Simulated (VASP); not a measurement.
# TaC (Fm-3m) in VASP: a series of runs

TaC is run at these levels: PBE; tasks: single point.

Everything below comes from runs of VASP 6.6.1. Logs are shortened: lines on timing, memory, paths and dates and some standing lists are left out, and cuts for length are marked.

## 1. The cell of the first run

It takes space group Fm-3m (No. 225, cubic). The conventional cell has a = 4.454 Å, b = 4.454 Å, c = 4.454 Å, α = 90.00°, β = 90.00°, γ = 90.00°. Ta (site symmetry m-3m) has 6 C at 2.23 Å within 2.9 Å. Within 2.9 Å of C (site symmetry m-3m) lie 6 Ta at 2.23 Å.

## 2. Single point, PBE

INCAR reads:

```
SYSTEM = TaC
  ALGO = Normal
  EDIFF = 1E-6
  ENCUT = 600
  GGA = PE
  GGA_COMPAT = .False.
  ISIF = 2
  ISMEAR = -1
  LASPH = .True.
  LCHARG = .True.
  LELF = .True.
  LREAL = .False.
  LVHAR = .True.
  LWAVE = .False.
  NBANDS = 14
  NELM = 120
  PREC = Accurate
  SIGMA = 0.1
```

KPOINTS reads:

```
k-points
0
Gamma
  12 12 12
  0 0 0
```

POSCAR reads:

```
TaC
1.0
    0.0000000000      2.2270000000      2.2270000000
    2.2270000000      0.0000000000      2.2270000000
    2.2270000000      2.2270000000      0.0000000000
Ta C
1 1
Direct
    0.0000000000      0.0000000000      0.0000000000
    0.5000000000      0.5000000000      0.5000000000
```

Potentials or basis: VASP PAW PBE potentials, release 64 (Ta_pv, C).

Launch:

```sh
$ cat potpaw_PBE.64/Ta_pv/POTCAR potpaw_PBE.64/C/POTCAR > POTCAR
$ mpirun -np 1 vasp_std > vasp.out
```

OUTCAR:

```text
SYSTEM = TaC
   EDIFF = 1E-6
   ENCUT = 600
   GGA = PE
   ISIF = 2
   ISMEAR = -1
   LASPH = .True.
   LREAL = .False.
   NELM = 120
   PREC = Accurate

 ion  position               nearest neighbor table
   1  0.000  0.000  0.000-   2 2.23   2 2.23   2 2.23   2 2.23   2 2.23   2 2.23
   2  0.500  0.500  0.500-   1 2.23   1 2.23   1 2.23   1 2.23   1 2.23   1 2.23

  LATTYP: Found a face centered cubic cell.
 ALAT       =     4.4540000000

  Lattice vectors:

 A1 = (   0.0000000000,   2.2270000000,   2.2270000000)
 A2 = (   2.2270000000,   0.0000000000,   2.2270000000)
 A3 = (   2.2270000000,   2.2270000000,   0.0000000000)

Analysis of symmetry for initial positions (statically):
=====================================================================
 Subroutine PRICEL returns:
 Original cell was already a primitive cell.

 Routine SETGRP: Setting up the symmetry group for a
 face centered cubic supercell.

 Subroutine GETGRP returns: Found 48 space group operations
 (whereof 48 operations were pure point group operations)
 out of a pool of 48 trial point group operations.

The static configuration has the point symmetry O_h .

Analysis of symmetry for dynamics (positions and initial velocities):
=====================================================================
 Subroutine PRICEL returns:
 Original cell was already a primitive cell.

 Routine SETGRP: Setting up the symmetry group for a
 face centered cubic supercell.

 Subroutine GETGRP returns: Found 48 space group operations
 (whereof 48 operations were pure point group operations)
 out of a pool of 48 trial point group operations.

The dynamic configuration has the point symmetry O_h .

 Subroutine INISYM returns: Found 48 space group operations
 (whereof 48 operations are pure point group operations),
 and found     1 'primitive' translations

----------------------------------------------------------------------------------------

                                     Primitive cell

  volume of cell :      22.0897

  direct lattice vectors                    reciprocal lattice vectors
     0.000000000  2.227000000  2.227000000    -0.224517288  0.224517288  0.224517288
     2.227000000  0.000000000  2.227000000     0.224517288 -0.224517288  0.224517288
     2.227000000  2.227000000  0.000000000     0.224517288  0.224517288 -0.224517288

  length of vectors
     3.149453603  3.149453603  3.149453603     0.388875350  0.388875350  0.388875350

  position of ions in fractional coordinates (direct lattice)
     0.000000000  0.000000000  0.000000000
     0.500000000  0.500000000  0.500000000

  ion indices of the primitive-cell ions
   primitive index   ion index
                 1           1
                 2           2

----------------------------------------------------------------------------------------

 KPOINTS: k-points

Automatic generation of k-mesh.
 Grid dimensions read from file:
 generate k-points for:   12   12   12

 Generating k-lattice:

  Cartesian coordinates                     Fractional coordinates (reciprocal lattice)
    -0.018709774  0.018709774  0.018709774     0.083333333  0.000000000  0.000000000
     0.018709774 -0.018709774  0.018709774     0.000000000  0.083333333  0.000000000
     0.018709774  0.018709774 -0.018709774     0.000000000  0.000000000  0.083333333

  Length of vectors
     0.032406279  0.032406279  0.032406279

  Shift w.r.t. Gamma in fractional coordinates (k-lattice)
     0.000000000  0.000000000  0.000000000

 Subroutine IBZKPT returns following result:
 ===========================================

 Found     72 irreducible k-points:

 Following reciprocal coordinates:
            Coordinates               Weight
  0.000000  0.000000  0.000000      1.000000
  0.083333  0.000000  0.000000      8.000000
  0.166667  0.000000  0.000000      8.000000
  0.250000  0.000000  0.000000      8.000000
  0.333333  0.000000  0.000000      8.000000
  0.416667  0.000000  0.000000      8.000000
[... 16 lines left out ...]
  0.500000  0.166667  0.000000     24.000000
 -0.416667  0.166667  0.000000     24.000000
 [... further k-points ...]
   k-points           NKPTS =     72   k-points in BZ     NKDIM =     72   number of bands    NBANDS=     14
   number of dos      NEDOS =    301   number of ions     NIONS =      2
   total plane-waves  NPLWV =  21952
   dimension x,y,z NGX =    28 NGY =   28 NGZ =   28
   dimension x,y,z NGXF=    56 NGYF=   56 NGZF=   56
   ions per type =               1   1
   NGX,Y,Z   is equivalent  to a cutoff of  14.78, 14.78, 14.78 a.u.
   NGXF,Y,Z  is equivalent  to a cutoff of  29.56, 29.56, 29.56 a.u.
 SYSTEM =  TaC
   PREC   = accura    normal or accurate (medium, high low for compatibility)
   ISTART =      0    job   : 0-new  1-cont  2-samecut
   ICHARG =      2    charge: 1-file 2-atom 10-const
   ISPIN  =      1    spin polarized calculation?
   LNONCOLLINEAR =      F non collinear calculations
   LSORBIT =      F    spin-orbit coupling
   LASPH  =      T    aspherical Exc in radial PAW
   ENCUT  =  600.0 eV  44.10 Ry    6.64 a.u.   6.29  6.29  6.29*2*pi/ulx,y,z
   NELM   =    120;   NELMIN=  2; NELMDL= -5     # of ELM steps
   EDIFF  = 0.1E-05   stopping-criterion for ELM
   LREAL  =      F    real-space projection
   EDIFFG = 0.1E-04   stopping-criterion for IOM
   NSW    =      0    number of steps for IOM
   IBRION =     -1    ionic relax: 0-MD 1-quasi-New 2-CG
   NFREE  =      0    steps in history (QN), initial steepest desc. (CG)
   ISIF   =      2    stress and relaxation
   ISYM   =      2    0-nonsym 1-usesym 2-fastsym
   POTIM  = 0.5000    time-step for ionic-motion
   TEBEG  =    0.0;   TEEND  =   0.0 temperature during run
   PSTRESS=    0.0 pullay stress
   NELECT =      15.0000    total number of electrons
   NUPDOWN=      -1.0000    fix difference up-down
   EMIN   =  10.00;   EMAX   =-10.00  energy-range for DOS
   EFERMI =   0.00;   METHOD = LEGACY
   ISMEAR =    -1;   SIGMA  =   0.10  broadening in eV -4-tet -1-fermi 0-gaus
   EFERMI_NEDOS =   21; number of points for ismear=-14 and -15
   IALGO  =     38    algorithm
   IMIX   =      4    mixing-type and parameters
     AMIX     =   0.40;   BMIX     =  1.00
     AMIX_MAG =   1.60;   BMIX_MAG =  1.00
  volume/ion in A,a.u.               =      11.04        74.53
  Fermi-wavevector in a.u.,A,eV,Ry     =   1.438937  2.719196 28.171393  2.070539
  Thomas-Fermi vector in A             =   2.557848
   LORBIT       =      0    0 simple, 1 ext, 2 COOP (PROOUT), +10 PAW based schemes
   GGA     = PE    functional components
   LHFCALC =     F    Hartree Fock is set to
   AEXX    =    0.0000 exact exchange contribution
   IVDW    =     0    specifies the selected vdW correction
   LEPSILON=     F    determine dielectric tensor
   LRPA    =     F    only Hartree local field effects (RPA)
 non-spin polarized calculation
  energy-cutoff  :      600.00
  volume of cell :       22.09
 maximum number of plane-waves:       754
 NGX is ok and might be reduce to    28
   NGX = 13   NGY = 13   NGZ = 13

 number of electron      15.0000000 magnetization

 Free energy of the ion-electron system (eV)
  ---------------------------------------------------
  ext. energy  EPLUGINS =         0.00000000
  ---------------------------------------------------
  free energy    TOTEN  =       -22.20715732 eV

  energy without entropy =      -22.18389608  energy(sigma->0) =      -22.19552670

 E-fermi :   8.3955     XC(G=0): -13.2072

 val. band max:        8.3741366074   @ k =  -0.1667   0.2500   0.0833
 cond. band min:       8.3980970414   @ k =  -0.4167   0.4167   0.1667
 fundamental gap:      0.0239604340
 Fermi energy:         8.3955171736

 k-point     1 :       0.0000    0.0000    0.0000
  band No.  band energies     occupation
      1     -26.6640      2.00000
      2     -26.6640      2.00000
      3     -26.6640      2.00000
      4      -6.4206      2.00000
      5       7.0689      2.00000
      6       7.0689      2.00000
      7       7.0689      2.00000
      8       7.9239      1.98227
      9       7.9239      1.98227
     10       7.9239      1.98227
     11       9.0589      0.00263
     12       9.0589      0.00263
     13      14.9893      0.00000
     14      18.4546      0.00000

 k-point     2 :       0.0833    0.0000    0.0000
  band No.  band energies     occupation
      1     -26.7149      2.00000
      2     -26.6691      2.00000
      3     -26.6691      2.00000
      4      -6.2247      2.00000
      5       6.1411      2.00000
      6       6.5476      2.00000
      7       6.5476      2.00000
      8       7.5651      1.99951
      9       7.5651      1.99951
     10       8.4422      0.77056
     11      10.3288      0.00000
     12      10.3288      0.00000
     13      15.3662      0.00000
     14      18.9477      0.00000

 k-point     3 :       0.1667    0.0000    0.0000
  band No.  band energies     occupation
      1     -26.8516      2.00000
      2     -26.6830      2.00000
      3     -26.6830      2.00000
      4      -5.6637      2.00000
      5       4.6804      2.00000
      6       5.3369      2.00000
      7       5.3369      2.00000
      8       8.0236      1.95263
      9       8.0236      1.95263
     10       8.9408      0.00853
     11      12.2150      0.00000
     12      12.2150      0.00000
     13      16.2449      0.00000
     14      20.2046      0.00000
[... 324 lines left out ...]
 k-point    23 :       0.5000    0.1667    0.0000
  band No.  band energies     occupation
      1     -27.3015      2.00000
      2     -26.8463      2.00000
      3     -26.7835      2.00000
      4      -2.7578      2.00000
      5       0.7093      2.00000
      6       3.2002      2.00000
      7       3.5617      2.00000
      8       9.1939      0.00068
      9      11.3990      0.00000
     10      12.0330      0.00000
     11      15.6091      0.00000
     12      16.2122      0.00000
     13      18.2848      0.00000
     14      20.5763      0.00000

 k-point    24 :      -0.4167    0.1667    0.0000
  band No.  band energies     occupation
      1     -27.3084      2.00000
      2     -26.8709      2.00000
      3     -26.7662      2.00000
      4      -2.5165      2.00000
      5       0.4450      2.00000
      6       3.2476      2.00000
      7       3.2729      2.00000
      8      10.3336      0.00000
      9      10.8277      0.00000
     10      11.5690      0.00000
     11      15.6125      0.00000
     12      16.9871      0.00000
     13      17.7236      0.00000
     14      21.2166      0.00000

 [... further k-points ...]

------------------------ aborting loop because EDIFF is reached ----------------------------------------

  FORCE on cell =-STRESS in cart. coord.  units (eV):
  Direction    XX          YY          ZZ          XY          YZ          ZX
  --------------------------------------------------------------------------------------
  -------------------------------------------------------------------------------------
  Total        0.7670178      0.7670178      0.7670178      0.0000000      0.0000000     -0.0000000
  in kB       55.6320873     55.6320873     55.6320873      0.0000000      0.0000000     -0.0000000
  external PRESSURE =      55.6320873 kB  Pullay stress =       0.0000000 kB

 VOLUME and BASIS-vectors are now :
 -----------------------------------------------------------------------------
  energy-cutoff  :      600.00
  volume of cell :       22.09
      direct lattice vectors                 reciprocal lattice vectors
     0.000000000  2.227000000  2.227000000    -0.224517288  0.224517288  0.224517288
     2.227000000  0.000000000  2.227000000     0.224517288 -0.224517288  0.224517288
     2.227000000  2.227000000  0.000000000     0.224517288  0.224517288 -0.224517288

 POSITION                                       TOTAL-FORCE (eV/Angst)
 -----------------------------------------------------------------------------------
      0.00000      0.00000      0.00000         0.000000     -0.000000      0.000000
      2.22700      2.22700      2.22700        -0.000000      0.000000     -0.000000
 -----------------------------------------------------------------------------------
    total drift:                                0.000000      0.000000      0.000000

  FREE ENERGIE OF THE ION-ELECTRON SYSTEM (eV)
  ---------------------------------------------------
  free  energy   TOTEN  =       -22.2071573185 eV

  energy  without entropy=      -22.1838960811  energy(sigma->0) =      -22.19552670
```

Run time: 67 s. Hardware: 1 thread of AMD EPYC 7R13, shared host; peak memory 0.15 GiB.

Results:

| Quantity | Value |
| --- | --- |
| Free energy | -22.2072 eV |
| Pressure | 5.6 GPa |

Levels at points of the mesh, in eV from the Fermi level:
| k point | band 6 | band 7 | band 8 | band 9 | band 10 | band 11 |
| --- | --- | --- | --- | --- | --- | --- |
| (0.00, 0.00, 0.00) | -1.33 | -1.33 | -0.47 | -0.47 | -0.47 | 0.66 |
| (0.50, 0.00, 0.00) | -5.48 | -5.48 | 2.74 | 2.74 | 3.72 | 5.41 |
| (0.50, 0.50, 0.00) | -4.54 | -1.76 | -1.76 | 2.62 | 4.11 | 4.11 |

Caveat: spin-orbit coupling is left out, which moves the levels of the heavy elements.

(Continued in part 2 of 2.)
